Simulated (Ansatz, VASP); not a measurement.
## Two plane-wave programs on Zn4Se3S

```
Zn Se S
1.0
     4.00308    0.00000    0.00000
     0.00000    4.00308    0.00000
     0.00000    0.00000   11.31617
Zn Se S
4 3 1
Direct
  0.50000 0.00000 0.88484
  0.00000 0.50000 0.11516
  0.50000 0.00000 0.37156
  0.00000 0.50000 0.62843
  0.50000 0.50000 0.24342
  0.00000 0.00000 0.50000
  0.50000 0.50000 0.75658
  0.00000 0.00000 0.00000
```

Alike in both runs: task single point; functional LDA; k mesh 8 × 8 × 4; occupations gaussian, width 0.02 eV; no spin polarisation.

|  | VASP | Ansatz |
| --- | --- | --- |
| version | VASP 6.6.1 | Ansatz 0.2.0 |
| potentials or method | VASP PAW LDA potentials, release 64 (Zn, Se, S), cutoff 520 eV | scalar-relativistic, plane waves, PAW |
| valence electrons in the cell | 72 | 102 |

```csv
,VASP,Ansatz,Ansatz less VASP
gap on the k mesh at the Fermi level (eV),1.08,1.05,-0.033
least direct gap on the mesh (eV),1.08,1.05,-0.033
pressure (GPa),-5.1,-5.3,-0.23
rms of the force components (eV/Å),0.004,0.006,+0.0023
```

LDA's correlation is that of Perdew and Zunger in VASP and of Perdew and Wang (1992) in Ansatz. Atom by atom the forces differ by 0.002 eV/Å (rms over components). VASP's potentials hold 72 valence electrons a cell and Ansatz's 102, so a difference there can come from the potentials and not from the codes.
